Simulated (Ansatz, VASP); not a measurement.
Two plane-wave programs on SnO2

INCAR

```
PREC = Accurate
ENCUT = 600
EDIFF = 1E-6
ISMEAR = 0
SIGMA = 0.02
LREAL = False
LASPH = True
NELM = 120
ALGO = Normal
ISIF = 2
LWAVE = False
LCHARG = False
GGA = PE
NBANDS = 35
GGA_COMPAT = False
```

KPOINTS

```
regular mesh
0
Gamma
  6 6 8
```

File POSCAR:

```
SnO2
1.0
    4.8271903440      0.0000000000      0.0000000000
    0.0000000000      4.8271903440      0.0000000000
    0.0485722838      0.0000000000      3.2381522517
Sn O
2 4
Direct
    0.5000000000      0.5000000000      0.5000000000
    0.0000000000      0.0000000000      0.0000000000
    0.1935191977      0.8066536816      0.4982724301
    0.8064808023      0.1933463184      0.5017275699
    0.3064808023      0.3066536816      0.0017275699
    0.6935191977      0.6933463184     -0.0017275699
```

Input for Ansatz:

```yaml
crystal:
  lattice:
    - [4.827190344, 0.0, 0.0]
    - [0.0, 4.827190344, 0.0]
    - [0.0485722838, 0.0, 3.2381522517]
  atoms:
    - { symbol: Sn, position: [0.5, 0.5, 0.5] }
    - { symbol: Sn, position: [0.0, 0.0, 0.0] }
    - { symbol: O, position: [0.1935191977, 0.8066536816, 0.4982724301] }
    - { symbol: O, position: [0.8064808023, 0.1933463184, 0.5017275699] }
    - { symbol: O, position: [0.3064808023, 0.3066536816, 0.0017275699] }
    - { symbol: O, position: [0.6935191977, 0.6933463184, -0.0017275699] }
basis:
  ecutwfc: 420
kpoints:
  mp_grid: { grid: [6, 6, 8] }
  band_path: { path: [VBM, CBM], npoints: 2 }
hamiltonian:
  xc: pbe
scf:
  occupations: { method: gaussian, width: 0.02 }
output:
  forces: true
  stress: true
  eigenvalues: true
checkpoint:
  read: start.run
  write: ck
  compress: false
  write_wavefunctions: false
  write_every: 100000
```

Alike in both runs: task single point; functional PBE; k mesh 6 × 6 × 8; occupations gaussian, width 0.02 eV; no spin polarisation.

```csv
,VASP,Ansatz
version,VASP 6.6.1,Ansatz 0.2.0
potentials or method,"VASP PAW PBE potentials, release 64 (Sn_d, O), cutoff 600 eV","scalar-relativistic, plane waves, PAW"
valence electrons in the cell,52,52
```

Ansatz gave:

| Quantity | Value |
| --- | --- |
| gap on the k mesh at the Fermi level (eV) | 0.68 |
| least direct gap on the mesh (eV) | 0.68 |
| pressure (GPa) | 0.0 |
| traceless stress, the component that is largest in VASP (GPa) | -1.27 |
| rms of the force components (eV/Å) | 0.000 |

**Question.** What did VASP give for the same quantities?

**Answer.** gap on the k mesh at the Fermi level (eV): 0.67; least direct gap on the mesh (eV): 0.67; pressure (GPa): 0.5; traceless stress, the component that is largest in VASP (GPa): -1.28; rms of the force components (eV/Å): 0.008.

Atom by atom the forces differ by 0.008 eV/Å (rms over components).
